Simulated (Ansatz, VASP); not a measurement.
**Ni: VASP beside Ansatz**

```
Ni
1.0
     0.00000    1.71246    1.71246
     1.71246    0.00000    1.71246
     1.71246    1.71246    0.00000
Ni
1
Direct
  0.00000 0.00000 0.00000
```

Alike in both runs: task single point; functional LDA; k mesh 16 × 16 × 16; collinear spin.

```csv
,VASP,Ansatz
version,VASP 6.6.1,Ansatz 0.2.0
potentials or method,"VASP PAW LDA potentials, release 64 (Ni), cutoff 520 eV","plane waves (420 eV) with PAW, scalar-relativistic"
occupations,"methfessel-paxton of order 1, width 0.1 eV","cold, width 0.1 eV"
valence electrons in the cell,10,18
```

|  | VASP | Ansatz | Ansatz less VASP |
| --- | --- | --- | --- |
| pressure (GPa) | -0.7 | -0.6 | +0.09 |
| net moment per atom (μB) | 0.57 | 0.58 | +0.007 |
| size of the moment on the site where the two differ most (μB) | 0.57 | 0.60 | +0.031 |

Ansatz warns that its potentials were made for another functional, while VASP's fit it. LDA's correlation is that of Perdew and Zunger in VASP and of Perdew and Wang (1992) in Ansatz. Site moments also hang on the region over which each program counts them. VASP's potentials hold 10 valence electrons a cell and Ansatz's 18, so a difference there can come from the potentials and not from the codes. Ansatz's warnings: stability check not made.
